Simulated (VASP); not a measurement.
Write the native input for VASP 6.6.1 that does the following.

* Task: single point
* Functional: r2SCAN
* Potentials or basis: VASP PAW PBE potentials, release 64 (Ga_d, N)
* Cutoff: 520 eV
* k mesh: 12 × 12 × 6
* Occupations: gaussian, width 0.05 eV
* Spin: no spin polarisation
* Dipole correction: no
* Further INCAR settings: ALGO = Normal; EDIFF = 1e-07; NBANDS = 26

The system is GaN.

```xyz
4
Lattice="3.0876 0.0000 0.0000 -1.5438 2.6739 0.0000 0.0000 0.0000 5.3391" Properties=species:S:1:pos:R:3 pbc="T T T"
Ga    0.0000    1.7826    5.3344
Ga    1.5438    0.8913    2.6648
N     0.0000    1.7826    2.0069
N     1.5438    0.8913    4.6765
```

This cell differs from its parent crystal: strain -0.030 along x and y, +0.030 along z.

One way to write it, as run:

POSCAR

```
GaN
1.0
    3.0876054770      0.0000000000      0.0000000000
   -1.5438027385      2.6739447799      0.0000000000
    0.0000000000      0.0000000000      5.3391041298
Ga N
2 2
Direct
    0.3333333333      0.6666666667      0.9991101046
    0.6666666667      0.3333333333      0.4991101046
    0.3333333333      0.6666666667      0.3758898954
    0.6666666667      0.3333333333      0.8758898954
```

INCAR.step1

```
ALGO = Normal ; EDIFF = 1E-4
ENCUT = 520 ; GGA = PE
ISMEAR = 0 ; LASPH = T
LCHARG = F ; LREAL = F
LWAVE = T ; NBANDS = 26
NELM = 80 ; PREC = Accurate
SIGMA = 0.05
```

INCAR.step2

```
ALGO = Normal ; EDIFF = 1E-7
ENCUT = 520 ; ISIF = 2
ISMEAR = 0 ; ISTART = 1
LASPH = T ; LCHARG = F
LMIXTAU = T ; LREAL = F
LWAVE = F ; METAGGA = R2SCAN
NBANDS = 26 ; NELM = 80
PREC = Accurate ; SIGMA = 0.05
```

KPOINTS

```
k-points
0
Gamma
  12 12 6
```

Potentials or basis: VASP PAW PBE potentials, release 64 (Ga_d, N).

The run is started by

```sh
$ cat potpaw_PBE.64/Ga_d/POTCAR potpaw_PBE.64/N/POTCAR > POTCAR
$ cp INCAR.step1 INCAR
$ mpirun -np 1 vasp_std > vasp.out
$ cp INCAR.step2 INCAR
$ mpirun -np 1 vasp_std > vasp.out
```

It gave:

| Item | Value |
| --- | --- |
| Pressure | 8.9 GPa |
| Largest force | 0.607 eV/Å |
| Band gap on the k mesh | 2.29 eV |

Caveat: the cell differs from its parent crystal (strain -0.030 along x and y, +0.030 along z); the stress differs along the axes, from -8 to 17 GPa; the PAW data sets were made with another functional, which shifts forces and pressure a little.

It took 2.7 min on 1 thread of AMD EPYC 9R45 96-Core Processor (Zen 5), on a shared host, peak memory 0.19 GiB.
